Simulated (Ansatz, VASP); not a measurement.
**One calculation of Ir, two programs**

```
CELL_PARAMETERS angstrom
0.00000 1.90682 1.90682
1.90682 0.00000 1.90682
1.90682 1.90682 0.00000
ATOMIC_POSITIONS crystal
Ir 0.00000 0.00000 0.00000
```

Change from the starting cell: volume scaled by 0.98.

Alike in both runs: task single point; functional PBEsol; k mesh 15 × 15 × 15; occupations fermi-dirac, width 0.05 eV; no spin polarisation.

|  | VASP | Ansatz |
| --- | --- | --- |
| version | VASP 6.6.1 | Ansatz 0.2.0 |
| potentials or method | VASP PAW PBE potentials, release 64 (Ir), cutoff 500 eV | all-electron LAPW, scalar-relativistic |

Ansatz gave:

- pressure (GPa): 5.1

**Question.** What did VASP give for the same quantities?

**Answer.** Pressure (GPa): 6.2.

VASP's potentials were made for PBE, not for PBEsol. Ansatz ran all-electron here, and VASP with PAW potentials.

Spin-orbit coupling is off throughout.
